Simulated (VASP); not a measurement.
# CuI (Marshite) (F-43m) in VASP: further runs

The runs below take CuI (Marshite) through vibrations by perturbation theory, with PBEsol.

Everything below comes from runs of VASP 6.6.1. Logs are shortened: lines on timing, memory, paths and dates and some standing lists are left out, and cuts for length are marked.

**1. The cell of the first run**

It takes space group F-43m (No. 216, cubic). The conventional cell has a = 6.063 Å, b = 6.063 Å, c = 6.063 Å, α = 90.00°, β = 90.00°, γ = 90.00°. I (site symmetry -43m) has 4 Cu at 2.63 Å within 3.5 Å. Cu (site symmetry -43m) has 4 I at 2.63 Å within 3.5 Å.

**2. Vibrations by perturbation theory, PBEsol**

Input file INCAR:

```
PREC     = Accurate       # precision mode
ENCUT    = 520            # plane-wave cutoff, eV
EDIFF    = 1E-8           # SCF threshold, eV
ISMEAR   = -1             # smearing method
SIGMA    = 0.05           # smearing width, eV
LREAL    = F              # projectors in reciprocal space
LASPH    = T              # aspherical terms in the spheres
NELM     = 100            # most SCF steps
ALGO     = Normal         # electronic algorithm
ISIF     = 2              # what is computed and relaxed
LWAVE    = F              # write WAVECAR
LCHARG   = T              # write CHGCAR
GGA      = PS             # functional
IBRION   = 8              # ionic algorithm
NSW      = 1              # ionic steps
```

Input file KPOINTS:

```
regular mesh
0
Gamma
  6 6 6
```

Input file POSCAR:

```
CuI
1.0
    0.0000000000      3.0315000000      3.0315000000
    3.0315000000      0.0000000000      3.0315000000
    3.0315000000      3.0315000000      0.0000000000
I Cu
1 1
Direct
    0.0000000000      0.0000000000      0.0000000000
    0.7500000000      0.7500000000      0.7500000000
```

Potentials or basis: VASP PAW PBE potentials, release 64 (I, Cu).

On the command line:

```
$ cat potpaw_PBE.64/I/POTCAR potpaw_PBE.64/Cu/POTCAR > POTCAR
$ mpirun -np 1 vasp_std > vasp.out
```

OUTCAR:

```text
PREC = Accurate
   ENCUT = 520
   EDIFF = 1E-8
   ISMEAR = -1
   LREAL = F
   LASPH = T
   NELM = 100
   ISIF = 2
   GGA = PS
   IBRION = 8
   NSW = 1

 ion  position               nearest neighbor table
   1  0.000  0.000  0.000-   2 2.63   2 2.63   2 2.63   2 2.63
   2  0.750  0.750  0.750-   1 2.63   1 2.63   1 2.63   1 2.63

  LATTYP: Found a face centered cubic cell.
 ALAT       =     6.0630000000

  Lattice vectors:

 A1 = (   0.0000000000,   3.0315000000,   3.0315000000)
 A2 = (   3.0315000000,   0.0000000000,   3.0315000000)
 A3 = (   3.0315000000,   3.0315000000,   0.0000000000)

Analysis of symmetry for initial positions (statically):
=====================================================================
 Subroutine PRICEL returns:
 Original cell was already a primitive cell.

 Routine SETGRP: Setting up the symmetry group for a
 face centered cubic supercell.

 Subroutine GETGRP returns: Found 24 space group operations
 (whereof 24 operations were pure point group operations)
 out of a pool of 48 trial point group operations.

The static configuration has the point symmetry T_d .

Analysis of symmetry for dynamics (positions and initial velocities):
=====================================================================
 Subroutine PRICEL returns:
 Original cell was already a primitive cell.

 Routine SETGRP: Setting up the symmetry group for a
 face centered cubic supercell.

 Subroutine GETGRP returns: Found 24 space group operations
 (whereof 24 operations were pure point group operations)
 out of a pool of 48 trial point group operations.

The dynamic configuration has the point symmetry T_d .

 Subroutine INISYM returns: Found 24 space group operations
 (whereof 24 operations are pure point group operations),
 and found     1 'primitive' translations

----------------------------------------------------------------------------------------

                                     Primitive cell

  volume of cell :      55.7189

  direct lattice vectors                    reciprocal lattice vectors
     0.000000000  3.031500000  3.031500000    -0.164934851  0.164934851  0.164934851
     3.031500000  0.000000000  3.031500000     0.164934851 -0.164934851  0.164934851
     3.031500000  3.031500000  0.000000000     0.164934851  0.164934851 -0.164934851

  length of vectors
     4.287188414  4.287188414  4.287188414     0.285675541  0.285675541  0.285675541

  position of ions in fractional coordinates (direct lattice)
     0.000000000  0.000000000  0.000000000
     0.750000000  0.750000000  0.750000000

  ion indices of the primitive-cell ions
   primitive index   ion index
                 1           1
                 2           2

----------------------------------------------------------------------------------------

 KPOINTS: regular mesh

Automatic generation of k-mesh.
 Grid dimensions read from file:
 generate k-points for:    6    6    6

 Generating k-lattice:

  Cartesian coordinates                     Fractional coordinates (reciprocal lattice)
    -0.027489142  0.027489142  0.027489142     0.166666667  0.000000000  0.000000000
     0.027489142 -0.027489142  0.027489142     0.000000000  0.166666667  0.000000000
     0.027489142  0.027489142 -0.027489142     0.000000000  0.000000000  0.166666667

  Length of vectors
     0.047612590  0.047612590  0.047612590

  Shift w.r.t. Gamma in fractional coordinates (k-lattice)
     0.000000000  0.000000000  0.000000000

 Subroutine IBZKPT returns following result:
 ===========================================

 Found     16 irreducible k-points:

 Following reciprocal coordinates:
            Coordinates               Weight
  0.000000  0.000000  0.000000      1.000000
  0.166667  0.000000  0.000000      8.000000
  0.333333  0.000000  0.000000      8.000000
  0.500000  0.000000  0.000000      4.000000
  0.166667  0.166667  0.000000      6.000000
  0.333333  0.166667  0.000000     24.000000
[... 8 lines left out ...]
 -0.333333  0.333333  0.166667     24.000000
 -0.333333  0.500000  0.166667     12.000000
   k-points           NKPTS =     16   k-points in BZ     NKDIM =     16   number of bands    NBANDS=     13
[... 20 lines left out ...]
   NSW    =      1    number of steps for IOM
   IBRION =      8    ionic relax: 0-MD 1-quasi-New 2-CG
   NFREE  =      0    steps in history (QN), initial steepest desc. (CG)
   ISIF   =      2    stress and relaxation
   ISYM   =      2    0-nonsym 1-usesym 2-fastsym
   POTIM  = 0.5000    time-step for ionic-motion
   TEBEG  =    0.0;   TEEND  =   0.0 temperature during run
   PSTRESS=    0.0 pullay stress
   NELECT =      18.0000    total number of electrons
   NUPDOWN=      -1.0000    fix difference up-down
   EMIN   =  10.00;   EMAX   =-10.00  energy-range for DOS
   EFERMI =   0.00;   METHOD = LEGACY
   ISMEAR =    -1;   SIGMA  =   0.05  broadening in eV -4-tet -1-fermi 0-gaus
   EFERMI_NEDOS =   21; number of points for ismear=-14 and -15
   IALGO  =     38    algorithm
   IMIX   =      4    mixing-type and parameters
     AMIX     =   0.40;   BMIX     =  1.00
     AMIX_MAG =   1.60;   BMIX_MAG =  1.00
  volume/ion in A,a.u.               =      27.86       188.00
  Fermi-wavevector in a.u.,A,eV,Ry     =   1.123306  2.122741 17.168055  1.261816
  Thomas-Fermi vector in A             =   2.259971
   LORBIT       =      0    0 simple, 1 ext, 2 COOP (PROOUT), +10 PAW based schemes
   GGA     = PS    functional components
   LHFCALC =     F    Hartree Fock is set to
   AEXX    =    0.0000 exact exchange contribution
   IVDW    =     0    specifies the selected vdW correction
   LEPSILON=     F    determine dielectric tensor
   LRPA    =     F    only Hartree local field effects (RPA)
 non-spin polarized calculation
  energy-cutoff  :      520.00
  volume of cell :       55.72
 maximum number of plane-waves:      1524
   NGX = 15   NGY = 15   NGZ = 15

--------------------------------------- Ionic step        1  -------------------------------------------

 number of electron      18.0000014 magnetization

 Free energy of the ion-electron system (eV)
  ---------------------------------------------------
  ext. energy  EPLUGINS =         0.00000000
  ---------------------------------------------------
  free energy    TOTEN  =        -6.29197856 eV

  energy without entropy =       -6.29197789  energy(sigma->0) =       -6.29197822

 E-fermi :   4.8290     XC(G=0):  -9.1383

 val. band max:        4.2850801209   @ k =   0.0000   0.0000   0.0000
 cond. band min:       5.3124462511   @ k =   0.0000   0.0000   0.0000
 fundamental gap:      1.0273661302
 Fermi energy:         4.8289593111

 k-point     1 :       0.0000    0.0000    0.0000
  band No.  band energies     occupation
      1      -9.7433      2.00000
      2       0.6400      2.00000
      3       0.6401      2.00000
      4       0.6401      2.00000
      5       2.4115      2.00000
      6       2.4115      2.00000
      7       4.2851      1.99996
      8       4.2851      1.99996
      9       4.2851      1.99996
     10       5.3124      0.00013
     11       9.1115      0.00000
     12       9.1115      0.00000
     13       9.1115      0.00000
[... 228 lines left out ...]
      2      -1.0161      2.00000
      3      -0.0018      2.00000
      4       0.4605      2.00000
      5       2.3633      2.00000
      6       2.3651      2.00000
      7       2.4935      2.00000
      8       2.6848      2.00000
      9       2.9680      2.00000
     10       8.0458      0.00000
     11       8.1556      0.00000
     12      11.3030      0.00000
     13      11.3459      0.00000

------------------------ aborting loop because EDIFF is reached ----------------------------------------

  FORCE on cell =-STRESS in cart. coord.  units (eV):
  Direction    XX          YY          ZZ          XY          YZ          ZX
  --------------------------------------------------------------------------------------
  -------------------------------------------------------------------------------------
  Total       -0.8641367     -0.8641367     -0.8641367      0.0000000      0.0000000     -0.0000000
  in kB      -24.8479363    -24.8479363    -24.8479363      0.0000000      0.0000000     -0.0000000
  external PRESSURE =     -24.8479363 kB  Pullay stress =       0.0000000 kB

 VOLUME and BASIS-vectors are now :
 -----------------------------------------------------------------------------
  energy-cutoff  :      520.00
  volume of cell :       55.72
      direct lattice vectors                 reciprocal lattice vectors
     0.000000000  3.031500000  3.031500000    -0.164934851  0.164934851  0.164934851
     3.031500000  0.000000000  3.031500000     0.164934851 -0.164934851  0.164934851
     3.031500000  3.031500000  0.000000000     0.164934851  0.164934851 -0.164934851

 POSITION                                       TOTAL-FORCE (eV/Angst)
 -----------------------------------------------------------------------------------
      0.00000      0.00000      0.00000         0.000000      0.000000      0.000000
      4.54725      4.54725      4.54725        -0.000000     -0.000000     -0.000000
 -----------------------------------------------------------------------------------
    total drift:                               -0.000000     -0.000000     -0.000000

  FREE ENERGIE OF THE ION-ELECTRON SYSTEM (eV)
  ---------------------------------------------------
  free  energy   TOTEN  =        -6.2919785590 eV

  energy  without entropy=       -6.2919778873  energy(sigma->0) =       -6.29197822

[... ionic steps 2 to 3 ...]

--------------------------------------- Ionic step        4  -------------------------------------------

------------------------ aborting loop because EDIFF is reached ----------------------------------------

[... ionic steps 5 to 6 ...]

--------------------------------------- Ionic step        7  -------------------------------------------

 Free energy of the ion-electron system (eV)
  ---------------------------------------------------
  ---------------------------------------------------
  free energy    TOTEN  =        -0.24717352 eV

  energy without entropy =       -0.24717352

------------------------ aborting loop because EDIFF is reached ----------------------------------------

 INTERNAL STRAIN TENSOR  FOR ION    2  DIRECTION 1   (eV/Angst):
 -----------------------------------------------------------------------------
    -0.00887  0.00000  0.00000
     0.00000  0.00170  2.67207
     0.00000  2.67207  0.00170

 INTERNAL STRAIN TENSOR FOR ION    2 for displacements in x,y,z  (eV/Angst):
          X           Y           Z          XY          YZ          ZX
  --------------------------------------------------------------------------------
  x     0.00000     0.00000     0.00000     0.00000     2.67207     0.00000
  y     0.00000     0.00000     0.00000     0.00000     0.00000     2.67207
  z     0.00000     0.00000     0.00000     2.67207     0.00000     0.00000

 SECOND DERIVATIVES (NOT SYMMETRIZED)
 ------------------------------------
               1X          1Y          1Z          2X          2Y          2Z
  1X    -2.267687    0.000000    0.000000    2.267687    0.000000    0.000000
  1Y     0.000000   -2.267687    0.000000    0.000000    2.267687    0.000000
  1Z     0.000000    0.000000   -2.267687    0.000000    0.000000    2.267687
  2X     2.293110    0.000000    0.000000   -2.293110    0.000000    0.000000
  2Y     0.000000    2.293110    0.000000    0.000000   -2.293110    0.000000
  2Z     0.000000    0.000000    2.293110    0.000000    0.000000   -2.293110

 Eigenvectors and eigenvalues of the dynamical matrix
 ----------------------------------------------------

   1 f  =    3.631354 THz    22.816472 2PiTHz  121.128939 cm-1    15.018068 meV
             X         Y         Z           dx          dy          dz
      0.000000  0.000000  0.000000     0.000000    0.575492    0.000000
      4.547250  4.547250  4.547250     0.000000   -0.817808    0.000000
[... 21 lines left out ...]
   6 f/i=    0.009527 THz     0.059858 2PiTHz    0.317778 cm-1     0.039399 meV
             X         Y         Z           dx          dy          dz
      0.000000  0.000000  0.000000     0.000000    0.000000    0.817808
      4.547250  4.547250  4.547250     0.000000    0.000000    0.575492

--------------------------------------------------------------------------------------------------------

 ELASTIC MODULI CONTR FROM IONIC RELAXATION (kBar)
 Direction    XX          YY          ZZ          XY          YZ          ZX
 --------------------------------------------------------------------------------
 XX          -0.0000     -0.0000     -0.0000      0.0000      0.0000      0.0000
 YY          -0.0000     -0.0000     -0.0000      0.0000      0.0000      0.0000
 ZZ          -0.0000     -0.0000     -0.0000      0.0000      0.0000      0.0000
 XY           0.0000      0.0000      0.0000    -79.9000     -0.0000     -0.0000
 YZ           0.0000      0.0000      0.0000     -0.0000    -79.9000     -0.0000
 ZX           0.0000      0.0000      0.0000     -0.0000     -0.0000    -79.9000
 --------------------------------------------------------------------------------
```

Wall time 3.6 min (1 thread of Intel Xeon Platinum 8259CL at 2.50GHz (Skylake/Cascade Lake), shared host); peak memory 0.26 GiB.

Results:

- Highest phonon frequency at Γ, LO-TO splitting left out: 121 cm⁻¹

Phonon frequencies in cm⁻¹ (negative: imaginary):
| q point | frequencies |
| --- | --- |
| (0.000, 0.000, 0.000) | 0 0 0 121 121 121 |

Caveat: the cell wasn't relaxed at this level first, which shifts response properties; the PAW data sets were made with another functional, which shifts forces and pressure a little; spin-orbit coupling is left out, which moves the levels of the heavy elements.

**3. Vibrations by perturbation theory, PBEsol**

Input file INCAR:

```
SYSTEM = CuI
PREC = Accurate
ENCUT = 520
EDIFF = 1E-8
ISMEAR = 0
SIGMA = 0.01
LREAL = .FALSE.
LASPH = .TRUE.
NELM = 60
ALGO = Normal
ISIF = 2
LWAVE = .FALSE.
LCHARG = .FALSE.
GGA = PS
NBANDS = 16
IBRION = 8
NSW = 1
LEPSILON = .TRUE.
```

Input file KPOINTS:

```
Automatic mesh
0
G
  6 6 6
  0 0 0
```

POSCAR is that of step 2.

Potentials or basis: VASP PAW PBE potentials, release 64 (I, Cu).

On the command line:

```
$ cat potpaw_PBE.64/I/POTCAR potpaw_PBE.64/Cu/POTCAR > POTCAR
$ mpirun -np 1 vasp_std > vasp.out
```

OUTCAR:

```text
SYSTEM = CuI
   PREC = Accurate
   ENCUT = 520
   EDIFF = 1E-8
   ISMEAR = 0
   LREAL = .FALSE.
   LASPH = .TRUE.
   NELM = 60
   ISIF = 2
   GGA = PS
   IBRION = 8
   NSW = 1
   LEPSILON = .TRUE.

 ion  position               nearest neighbor table
   1  0.000  0.000  0.000-   2 2.63   2 2.63   2 2.63   2 2.63
   2  0.750  0.750  0.750-   1 2.63   1 2.63   1 2.63   1 2.63

  LATTYP: Found a face centered cubic cell.
[... 622 lines left out ...]
      4.547250  4.547250  4.547250     0.000000   -0.817776    0.000000
[... 21 lines left out ...]
   6 f/i=    0.009327 THz     0.058606 2PiTHz    0.311128 cm-1     0.038575 meV
             X         Y         Z           dx          dy          dz
      0.000000  0.000000  0.000000     0.000000    0.000000    0.817776
      4.547250  4.547250  4.547250     0.000000    0.000000    0.575537

--------------------------------------------------------------------------------------------------------

 MACROSCOPIC STATIC DIELECTRIC TENSOR IONIC CONTRIBUTION
 ------------------------------------------------------
           2.139772     0.000000     0.000000
           0.000000     2.139772    -0.000000
           0.000000    -0.000000     2.139772
 ------------------------------------------------------

 ELASTIC MODULI CONTR FROM IONIC RELAXATION (kBar)
 Direction    XX          YY          ZZ          XY          YZ          ZX
 --------------------------------------------------------------------------------
 XX          -0.0000     -0.0000     -0.0000     -0.0000     -0.0000     -0.0000
 YY          -0.0000     -0.0000     -0.0000     -0.0000     -0.0000      0.0000
 ZZ          -0.0000     -0.0000     -0.0000     -0.0000     -0.0000     -0.0000
 XY          -0.0000     -0.0000     -0.0000    -80.0408     -0.0000      0.0000
 YZ          -0.0000     -0.0000     -0.0000     -0.0000    -80.0408     -0.0000
 ZX          -0.0000      0.0000     -0.0000      0.0000     -0.0000    -80.0408
 --------------------------------------------------------------------------------

 PIEZOELECTRIC TENSOR IONIC CONTR  for field in x, y, z        (C/m^2)
          XX          YY          ZZ          XY          YZ          ZX
  --------------------------------------------------------------------------------
  x     0.00000     0.00000     0.00000     0.00000     0.38941     0.00000
  y     0.00000    -0.00000     0.00000    -0.00000     0.00000     0.38941
  z     0.00000     0.00000     0.00000     0.38941     0.00000    -0.00000
```

Wall time 6.1 min (1 thread of Intel Xeon Platinum 8259CL at 2.50GHz (Skylake/Cascade Lake), shared host); peak memory 0.27 GiB.

What came out:

```
Electronic dielectric tensor (diagonal)                 : 7.56
Born charges (mean of the diagonal)                     : I -1.23; Cu +1.23 e
Highest phonon frequency at Γ, LO-TO splitting left out : 121 cm⁻¹
```

Phonon frequencies in cm⁻¹ (negative: imaginary):
| q point | frequencies |
| --- | --- |
| (0.000, 0.000, 0.000) | 0 0 0 121 121 121 |

Electronic dielectric tensor:
```
7.56 0.00 0.00
0.00 7.56 0.00
0.00 0.00 7.56
```

Born effective charge tensors (e):
atom 1, I
```
-1.23  0.00  0.00
 0.00 -1.23  0.00
 0.00  0.00 -1.23
```
atom 2, Cu
```
1.23 0.00 0.00
0.00 1.23 0.00
0.00 0.00 1.23
```

Caveat: the cell wasn't relaxed at this level first, which shifts response properties; the PAW data sets were made with another functional, which shifts forces and pressure a little; spin-orbit coupling is left out, which moves the levels of the heavy elements.
